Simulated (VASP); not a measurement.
# ZnS: single point with r2SCAN

ZnS:

```xyz
8
Lattice="3.2301 -0.1500 0.0548 -1.7449 3.6411 -0.1563 0.1794 -0.4870 13.1826" Properties=species:S:1:pos:R:3 pbc="T T T"
Zn   -0.0246    0.0544    0.1219
Zn    0.0545    0.0045    6.7487
Zn   -0.2676    2.2688    3.0570
Zn    1.5285    0.5894    9.8559
S     0.1069   -0.2616    2.3764
S     0.1803   -0.2262    8.7115
S     0.0723    2.0514    5.9390
S     1.9926    0.6754   12.4216
```

This cell differs from its parent crystal: atoms moved at random and the cell strained at random.

```
Program                : VASP 6.6.1
Task                   : single point
Functional             : r2SCAN
Potentials or basis    : VASP PAW PBE potentials, release 64 (Zn, S)
Cutoff                 : 520 eV
k mesh                 : 6 × 6 × 2
Occupations            : gaussian, width 0.05 eV
Spin                   : no spin polarisation
Dipole correction      : no
Further INCAR settings : ALGO = Normal; EDIFF = 1e-07; NBANDS = 46
```

| Item | Value |
| --- | --- |
| Pressure | 14.6 GPa |
| Largest force | 5.676 eV/Å |
| Band gap on the k mesh | 0.10 eV |

Forces in eV/Å, atoms in the order of the input:
```
Zn   1.553 -1.456  0.120
Zn   0.624  0.168 -3.888
Zn   3.361 -3.328  3.138
Zn   3.879  1.975  2.789
S   -3.288  3.411 -1.430
S   -3.368 -2.510  3.509
S   -1.070  0.302 -2.624
S   -1.691  1.439 -1.614
```

Stress tensor (GPa, compression positive):
```
30.78  0.13  8.42
 0.13  3.47 -1.31
 8.42 -1.31  9.56
```

Levels at points of the mesh, in eV from the valence-band top:
```csv
k point,band 33,band 34,band 35,band 36,band 37,band 38,band 39,band 40
"(0.00, 0.00, 0.00)",-1.85,-1.27,-1.13,0.00,0.10,1.11,1.98,2.57
"(0.50, 0.00, 0.00)",-3.90,-3.16,-2.80,-2.25,0.51,1.02,1.96,2.00
"(0.00, 0.50, 0.00)",-2.46,-1.76,-1.59,-0.60,0.64,1.89,2.83,4.06
"(0.50, 0.50, 0.00)",-3.41,-3.14,-2.44,-1.88,0.91,2.00,2.59,2.63
"(0.00, 0.00, 0.50)",-1.87,-1.28,-1.12,0.00,0.79,1.13,1.54,2.53
"(0.50, 0.00, 0.50)",-3.90,-3.13,-2.79,-2.38,0.68,1.15,1.75,2.25
"(0.00, 0.50, 0.50)",-2.46,-1.79,-1.56,-0.61,1.35,1.65,2.69,3.07
"(0.50, 0.50, 0.50)",-3.35,-3.11,-2.56,-1.92,1.49,1.82,2.32,2.59
```

Run time: 15 min on 1 thread of Intel(R) Xeon(R) Platinum 8259CL CPU @ 2.50GHz (Skylake/Cascade Lake), with other jobs on the host, peak memory 0.4 GiB.

Caveat: the cell differs from its parent crystal (atoms moved at random and the cell strained at random); the cell stands under pressure; the PAW data sets were made with another functional, which shifts forces and pressure a little. A k mesh can miss the band edges.
